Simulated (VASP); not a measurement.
# TiSi (Cmmm) in VASP: notebook

The runs below take TiSi through single point, with r2SCAN.

All numbers are computed with VASP 6.6.1; they aren't measurements. Logs are shortened: lines on timing, memory, paths and dates and some standing lists are left out, and cuts for length are marked.

### Step 1. The cell of the first run

The structure is orthorhombic, space group Cmmm (No. 65). Conventional cell: a = 3.681 Å, b = 4.230 Å, c = 3.773 Å, α = 90.00°, β = 90.00°, γ = 90.00°. Ti (site symmetry mmm) has 8 Si at 2.64 to 2.83 Å and 4 Ti at 2.80 Å within 3.5 Å. Si (site symmetry mmm) has 8 Ti at 2.64 to 2.83 Å and 4 Si at 2.80 Å within 3.5 Å.

### Step 2. Single point, r2SCAN (biaxial strain in the a-b plane: +1.5 %)

Contents of POSCAR:

```
TiSi
1.0
    3.6808951512      0.0000000000      0.0000000000
    0.0000000000      4.2303708501      0.0000000000
    0.0000000000      0.0000000000      3.7734672683
Ti Si
2 2
Direct
    0.0000000000      0.5000000000      0.0000000000
    0.5000000000      0.0000000000      0.0000000000
    0.0000000000      0.0000000000      0.5000000000
    0.5000000000      0.5000000000      0.5000000000
```

Contents of INCAR.step1:

```
SYSTEM = TiSi
  ALGO = Normal
  EDIFF = 1E-4
  ENCUT = 520
  GGA = PE
  ISMEAR = 0
  LASPH = .True.
  LCHARG = .False.
  LREAL = .False.
  LWAVE = .True.
  NBANDS = 24
  NELM = 80
  PREC = Accurate
  SIGMA = 0.1
```

Contents of INCAR.step2:

```
SYSTEM = TiSi
  ALGO = Normal
  EDIFF = 1E-7
  ENCUT = 520
  ISIF = 2
  ISMEAR = 0
  ISTART = 1
  LASPH = .True.
  LCHARG = .False.
  LMIXTAU = .True.
  LREAL = .False.
  LWAVE = .False.
  METAGGA = R2SCAN
  NBANDS = 24
  NELM = 80
  PREC = Accurate
  SIGMA = 0.1
```

Contents of KPOINTS:

```
k-points
0
Gamma
  14 12 14
  0 0 0
```

Potentials or basis: VASP PAW PBE potentials, release 64 (Ti_sv, Si).

Run with:

```bash
$ cat potpaw_PBE.64/Ti_sv/POTCAR potpaw_PBE.64/Si/POTCAR > POTCAR
$ cp INCAR.step1 INCAR
$ mpirun -np 1 vasp_std > vasp.out
$ cp INCAR.step2 INCAR
$ mpirun -np 1 vasp_std > vasp.out
```

OUTCAR:

```text
SYSTEM = TiSi
   EDIFF = 1E-7
   ENCUT = 520
   ISIF = 2
   ISMEAR = 0
   ISTART = 1
   LASPH = .True.
   LREAL = .False.
   METAGGA = R2SCAN
   NELM = 80
   PREC = Accurate

 ion  position               nearest neighbor table
   1  0.000  0.500  0.000-   4 2.64   4 2.64   4 2.64   4 2.64   2 2.80   2 2.80   2 2.80   2 2.80
                             3 2.83   3 2.83   3 2.83   3 2.83
   2  0.500  0.000  0.000-   3 2.64   3 2.64   3 2.64   3 2.64   1 2.80   1 2.80   1 2.80   1 2.80
                             4 2.83   4 2.83   4 2.83   4 2.83
   3  0.000  0.000  0.500-   2 2.64   2 2.64   2 2.64   2 2.64   4 2.80   4 2.80   4 2.80   4 2.80
                             1 2.83   1 2.83   1 2.83   1 2.83
   4  0.500  0.500  0.500-   1 2.64   1 2.64   1 2.64   1 2.64   3 2.80   3 2.80   3 2.80   3 2.80
                             2 2.83   2 2.83   2 2.83   2 2.83

  LATTYP: Found a simple orthorhombic cell.
 ALAT       =     3.6808951512
 B/A-ratio  =     1.0251493491
 C/A-ratio  =     1.1492777372

  Lattice vectors:

 A1 = (  -3.6808951512,   0.0000000000,   0.0000000000)
 A2 = (   0.0000000000,   0.0000000000,   3.7734672683)
 A3 = (   0.0000000000,   4.2303708501,   0.0000000000)

Analysis of symmetry for initial positions (statically):
=====================================================================
 Subroutine PRICEL returns following result:

  LATTYP: Found a base centered orthorhombic cell.
 ALAT       =     3.6808951512
 B/A-ratio  =     1.1492777372
 C/A-ratio  =     1.0251493491

  Lattice vectors:

 A1 = (   1.8404475756,  -2.1151854250,   0.0000000000)
 A2 = (   1.8404475756,   2.1151854251,   0.0000000000)
 A3 = (   0.0000000000,   0.0000000000,   3.7734672683)

   2 primitive cells build up your supercell.

 Routine SETGRP: Setting up the symmetry group for a
 simple orthorhombic supercell.

 Subroutine GETGRP returns: Found  8 space group operations
 (whereof  8 operations were pure point group operations)
 out of a pool of  8 trial point group operations.

The static configuration has the point symmetry D_2h.

Analysis of symmetry for dynamics (positions and initial velocities):
=====================================================================
 Subroutine PRICEL returns following result:

  LATTYP: Found a base centered orthorhombic cell.
 ALAT       =     3.6808951512
 B/A-ratio  =     1.1492777372
 C/A-ratio  =     1.0251493491

[... 107 lines left out ...]
   ISTART =      1    job   : 0-new  1-cont  2-samecut
   ICHARG =      0    charge: 1-file 2-atom 10-const
   ISPIN  =      1    spin polarized calculation?
   LNONCOLLINEAR =      F non collinear calculations
   LSORBIT =      F    spin-orbit coupling
   LASPH  =      T    aspherical Exc in radial PAW
   ENCUT  =  520.0 eV  38.22 Ry    6.18 a.u.   6.84  7.87  7.02*2*pi/ulx,y,z
   NELM   =     80;   NELMIN=  2; NELMDL=  0     # of ELM steps
   EDIFF  = 0.1E-06   stopping-criterion for ELM
   LREAL  =      F    real-space projection
   EDIFFG = 0.1E-05   stopping-criterion for IOM
   NSW    =      0    number of steps for IOM
   IBRION =     -1    ionic relax: 0-MD 1-quasi-New 2-CG
   NFREE  =      0    steps in history (QN), initial steepest desc. (CG)
   ISIF   =      2    stress and relaxation
   ISYM   =      2    0-nonsym 1-usesym 2-fastsym
   POTIM  = 0.5000    time-step for ionic-motion
   TEBEG  =    0.0;   TEEND  =   0.0 temperature during run
   PSTRESS=    0.0 pullay stress
   NELECT =      32.0000    total number of electrons
   NUPDOWN=      -1.0000    fix difference up-down
   EMIN   =  10.00;   EMAX   =-10.00  energy-range for DOS
   EFERMI =   0.00;   METHOD = LEGACY
   ISMEAR =     0;   SIGMA  =   0.10  broadening in eV -4-tet -1-fermi 0-gaus
   EFERMI_NEDOS =   21; number of points for ismear=-14 and -15
   IALGO  =     38    algorithm
   IMIX   =      4    mixing-type and parameters
     AMIX     =   0.40;   BMIX     =  1.00
     AMIX_MAG =   1.60;   BMIX_MAG =  1.00
  volume/ion in A,a.u.               =      14.69        99.13
  Fermi-wavevector in a.u.,A,eV,Ry     =   1.336905  2.526385 24.317910  1.787316
  Thomas-Fermi vector in A             =   2.465496
   LORBIT       =      0    0 simple, 1 ext, 2 COOP (PROOUT), +10 PAW based schemes
   METAGGA = R2SCAN    functional components
   LHFCALC =     F    Hartree Fock is set to
   AEXX    =    0.0000 exact exchange contribution
   IVDW    =     0    specifies the selected vdW correction
   LEPSILON=     F    determine dielectric tensor
   LRPA    =     F    only Hartree local field effects (RPA)
 non-spin polarized calculation
 Gauss-broadening in eV      SIGMA  =   0.10
  energy-cutoff  :      520.00
  volume of cell :       58.76
 maximum number of plane-waves:      1604
 NGX is ok and might be reduce to    28
   NGX = 13   NGY = 15   NGZ = 15

 number of electron      31.9999999 magnetization

 Free energy of the ion-electron system (eV)
  ---------------------------------------------------
  ext. energy  EPLUGINS =         0.00000000
  ---------------------------------------------------
  free energy    TOTEN  =       -45.55465676 eV

  energy without entropy =      -45.54378558  energy(sigma->0) =      -45.54922117

 E-fermi :  10.1586     XC(G=0): -12.5699

 val. band max:       10.1584214067   @ k =   0.0714   0.2500   0.0000
 cond. band min:      10.1601494524   @ k =   0.0714   0.1667   0.4286
 fundamental gap:      0.0017280457
 Fermi energy:        10.1586013872

 k-point     1 :       0.0000    0.0000    0.0000
  band No.  band energies     occupation
      1     -48.9422      2.00000
      2     -48.8080      2.00000
      3     -24.3456      2.00000
      4     -24.3192      2.00000
      5     -24.2761      2.00000
      6     -24.1866      2.00000
[... 637 lines left out ...]
     23      14.3868      0.00000
     24      14.3868      0.00000

 [... further k-points ...]
[... 5 lines left out ...]
  --------------------------------------------------------------------------------------
  -------------------------------------------------------------------------------------
  Total       -1.1050628     -0.9171048     -0.0955659      0.0000000      0.0000000      0.0000000
  in kB      -30.1317993    -25.0067397     -2.6058011      0.0000000      0.0000000      0.0000000
  external PRESSURE =     -19.2481133 kB  Pullay stress =       0.0000000 kB

 VOLUME and BASIS-vectors are now :
 -----------------------------------------------------------------------------
  energy-cutoff  :      520.00
  volume of cell :       58.76
      direct lattice vectors                 reciprocal lattice vectors
     3.680895151  0.000000000  0.000000000     0.271673047  0.000000000  0.000000000
     0.000000000  4.230370850  0.000000000     0.000000000  0.236385895  0.000000000
     0.000000000  0.000000000  3.773467268     0.000000000  0.000000000  0.265008261

 POSITION                                       TOTAL-FORCE (eV/Angst)
 -----------------------------------------------------------------------------------
      0.00000      2.11519      0.00000         0.000000      0.000000      0.000000
      1.84045      0.00000      0.00000        -0.000000     -0.000000     -0.000000
      0.00000      0.00000      1.88673         0.000000     -0.000000      0.000000
      1.84045      2.11519      1.88673         0.000000      0.000000     -0.000000
 -----------------------------------------------------------------------------------
    total drift:                                0.000000      0.000000     -0.000000

  FREE ENERGIE OF THE ION-ELECTRON SYSTEM (eV)
  ---------------------------------------------------
  free  energy   TOTEN  =       -45.5546567558 eV

  energy  without entropy=      -45.5437855842  energy(sigma->0) =      -45.54922117
```

Wall time 49 min (1 thread of Oxide Virtual Turin-like, shared host); peak memory 0.56 GiB.

Results:

| Quantity | Value |
| --- | --- |
| Free energy | -45.5547 eV |
| Pressure | -1.9 GPa |
| Band gap on the k mesh | zero (bands 16 and 17 overlap by 1.61 eV) |

Levels at points of the mesh, in eV from the Fermi level:
```
           k point  band 13  band 14  band 15  band 16  band 17  band 18  band 19  band 20
(0.00, 0.00, 0.00)    -1.96    -1.79    -1.35    -1.30    -0.76    -0.34     1.77     2.50
(0.50, 0.00, 0.00)    -2.49    -2.49    -2.32    -2.32     0.76     0.76     2.02     2.02
(0.00, 0.50, 0.00)    -1.86    -1.86    -1.11    -1.11     0.60     0.60     0.63     0.63
(0.50, 0.50, 0.00)    -2.96    -2.96    -0.88    -0.88     1.80     1.80     2.51     2.51
(0.00, 0.00, 0.50)    -3.77    -3.21    -1.01     0.60     0.78     1.75     2.36     2.59
(0.50, 0.00, 0.50)    -2.67    -2.67    -0.39    -0.39    -0.12    -0.12     1.53     1.53
(0.00, 0.50, 0.50)    -2.11    -2.11     0.65     0.65     0.98     0.98     1.54     1.54
(0.50, 0.50, 0.50)    -3.02    -3.02    -1.87    -1.87     1.61     1.61     1.98     1.98
```

Caveat: the cell differs from its parent crystal (biaxial strain in the a-b plane: +1.5 %); the PAW data sets were made with another functional, which shifts forces and pressure a little.

### Step 3. Single point, r2SCAN (biaxial strain in the a-b plane: -1.5 %, then relaxed in part)

Contents of POSCAR:

```
TiSi
1.0
    3.5721002206      0.0000000000      0.0000000000
    0.0000000000      4.1053352585      0.0000000000
    0.0000000000      0.0000000000      3.8536630561
Ti Si
2 2
Direct
    0.0000000000      0.5000000000      0.0000000000
    0.5000000000      0.0000000000      0.0000000000
    0.0000000000      0.0000000000      0.5000000000
    0.5000000000      0.5000000000      0.5000000000
```

Contents of INCAR.step1:

```
SYSTEM = TiSi
PREC = Accurate ; ENCUT = 520
ISMEAR = 0 ; SIGMA = 0.1
LREAL = .FALSE. ; LASPH = .TRUE.
NELM = 60 ; NBANDS = 24
GGA = PE ; ALGO = Normal
EDIFF = 1E-4 ; LWAVE = .TRUE.
LCHARG = .FALSE.
```

Contents of INCAR.step2:

```
SYSTEM = TiSi
PREC = Accurate ; ENCUT = 520
EDIFF = 1E-6 ; ISMEAR = 0
SIGMA = 0.1 ; LREAL = .FALSE.
LASPH = .TRUE. ; NELM = 60
ALGO = Normal ; ISIF = 2
LWAVE = .FALSE. ; LCHARG = .FALSE.
METAGGA = R2SCAN ; LMIXTAU = .TRUE.
NBANDS = 24 ; ISTART = 1
```

Contents of KPOINTS:

```
regular mesh
0
G
  14 12 14
  0 0 0
```

Potentials or basis: VASP PAW PBE potentials, release 64 (Ti_sv, Si).

Run with:

```bash
$ cat potpaw_PBE.64/Ti_sv/POTCAR potpaw_PBE.64/Si/POTCAR > POTCAR
$ cp INCAR.step1 INCAR
$ mpirun -np 1 vasp_std > vasp.out
$ cp INCAR.step2 INCAR
$ mpirun -np 1 vasp_std > vasp.out
```

Wall time 46 min (1 thread of Oxide Virtual Turin-like, shared host); peak memory 0.55 GiB.

The run converged. Its results:

```
Free energy            : -45.5463 eV
Pressure               : 2.7 GPa
Band gap on the k mesh : zero (bands 16 and 17 overlap by 1.94 eV)
```

Stress tensor (GPa, compression positive):
```
4.58 0.00 0.00
0.00 3.14 0.00
0.00 0.00 0.42
```

Levels at points of the mesh, in eV from the Fermi level:
| k point | band 13 | band 14 | band 15 | band 16 | band 17 | band 18 | band 19 | band 20 |
| --- | --- | --- | --- | --- | --- | --- | --- | --- |
| (0.00, 0.00, 0.00) | -2.39 | -1.83 | -1.42 | -1.35 | -1.04 | -0.44 | 1.97 | 2.69 |
| (0.50, 0.00, 0.00) | -2.44 | -2.44 | -2.39 | -2.39 | 0.68 | 0.68 | 2.29 | 2.29 |
| (0.00, 0.50, 0.00) | -1.97 | -1.97 | -0.91 | -0.91 | 0.66 | 0.66 | 0.85 | 0.85 |
| (0.50, 0.50, 0.00) | -3.36 | -3.36 | -0.96 | -0.96 | 2.07 | 2.07 | 2.73 | 2.73 |
| (0.00, 0.00, 0.50) | -3.73 | -2.89 | -1.14 | 0.35 | 0.99 | 2.05 | 2.33 | 2.50 |
| (0.50, 0.00, 0.50) | -2.69 | -2.69 | -0.35 | -0.35 | -0.06 | -0.06 | 1.30 | 1.30 |
| (0.00, 0.50, 0.50) | -1.94 | -1.94 | 0.74 | 0.74 | 1.04 | 1.04 | 1.40 | 1.40 |
| (0.50, 0.50, 0.50) | -2.93 | -2.93 | -1.93 | -1.93 | 1.36 | 1.36 | 2.22 | 2.22 |

Caveat: the cell differs from its parent crystal (biaxial strain in the a-b plane: -1.5 %, then relaxed in part); the PAW data sets were made with another functional, which shifts forces and pressure a little.

### Step 4. Single point, r2SCAN (biaxial strain in the a-b plane: -1.5 %)

POSCAR: that of step 3 with these lines changed.

```diff
@@ -4,3 +4,3 @@
     0.0000000000      4.1053352585      0.0000000000
-    0.0000000000      0.0000000000      3.8536630561
+    0.0000000000      0.0000000000      3.8420065326
 Ti Si
```

Contents of INCAR.step1:

```
SYSTEM = TiSi
  PREC = Accurate
  ENCUT = 520
  ISMEAR = 0
  SIGMA = 0.1
  LREAL = .False.
  LASPH = .True.
  NELM = 60
  NBANDS = 24
  GGA = PE
  ALGO = Normal
  EDIFF = 1E-4
  LWAVE = .True.
  LCHARG = .False.
```

Contents of INCAR.step2:

```
SYSTEM = TiSi
  PREC = Accurate
  ENCUT = 520
  EDIFF = 1E-7
  ISMEAR = 0
  SIGMA = 0.1
  LREAL = .False.
  LASPH = .True.
  NELM = 60
  ALGO = Normal
  ISIF = 2
  LWAVE = .False.
  LCHARG = .False.
  METAGGA = R2SCAN
  LMIXTAU = .True.
  NBANDS = 24
  ISTART = 1
```

Contents of KPOINTS:

```
Automatic mesh
0
Gamma
  14 12 14
  0 0 0
```

Run with:

```bash
$ cat potpaw_PBE.64/Ti_sv/POTCAR potpaw_PBE.64/Si/POTCAR > POTCAR
$ cp INCAR.step1 INCAR
$ mpirun -np 1 vasp_std > vasp.out
$ cp INCAR.step2 INCAR
$ mpirun -np 1 vasp_std > vasp.out
```

Wall time 64 min (1 thread of Oxide Virtual Turin-like, shared host); peak memory 0.55 GiB.

It converged, with:

| Item | Value |
| --- | --- |
| Free energy | -45.5453 eV |
| Pressure | 3.2 GPa |
| Band gap on the k mesh | zero (bands 16 and 17 overlap by 1.98 eV) |

Stress tensor (GPa, compression positive):
```
4.96 0.00 0.00
0.00 3.44 0.00
0.00 0.00 1.28
```

Levels at points of the mesh, in eV from the Fermi level:
| k point | band 14 | band 15 | band 16 | band 17 | band 18 | band 19 |
| --- | --- | --- | --- | --- | --- | --- |
| (0.00, 0.00, 0.00) | -1.84 | -1.43 | -1.36 | -1.03 | -0.44 | 1.97 |
| (0.50, 0.00, 0.00) | -2.46 | -2.41 | -2.41 | 0.68 | 0.68 | 2.29 |
| (0.00, 0.50, 0.00) | -1.98 | -0.93 | -0.93 | 0.65 | 0.65 | 0.84 |
| (0.50, 0.50, 0.00) | -3.36 | -0.96 | -0.96 | 2.07 | 2.07 | 2.74 |
| (0.00, 0.00, 0.50) | -2.89 | -1.14 | 0.37 | 0.97 | 2.05 | 2.35 |
| (0.50, 0.00, 0.50) | -2.71 | -0.35 | -0.35 | -0.07 | -0.07 | 1.32 |
| (0.00, 0.50, 0.50) | -1.97 | 0.74 | 0.74 | 1.05 | 1.05 | 1.41 |
| (0.50, 0.50, 0.50) | -2.94 | -1.93 | -1.93 | 1.38 | 1.38 | 2.22 |

Caveat: the cell differs from its parent crystal (biaxial strain in the a-b plane: -1.5 %); the cell stands under pressure; the PAW data sets were made with another functional, which shifts forces and pressure a little.

### Step 5. Summary

```csv
cell,gap on the mesh (eV),pressure (GPa)
"a = 3.681, b = 4.230, c = 3.773 Å, 4 atoms",none,-1.9
"a = 3.572, b = 4.105, c = 3.854 Å, 4 atoms",none,2.7
"a = 3.572, b = 4.105, c = 3.842 Å, 4 atoms",none,3.2
```

Alike in all rows: task single point; level r2SCAN; potentials or basis VASP PAW PBE potentials, release 64 (Ti_sv, Si); no spin polarisation; k mesh 14 × 12 × 14; cutoff (eV) 520; smearing gaussian 0.1 eV.

Caveats: the PAW data sets were made with another functional, which shifts forces and pressure a little; the cell stands under pressure (at least some runs).

Total energies depend on the potentials used, so only differences within one code and one set of settings carry meaning.
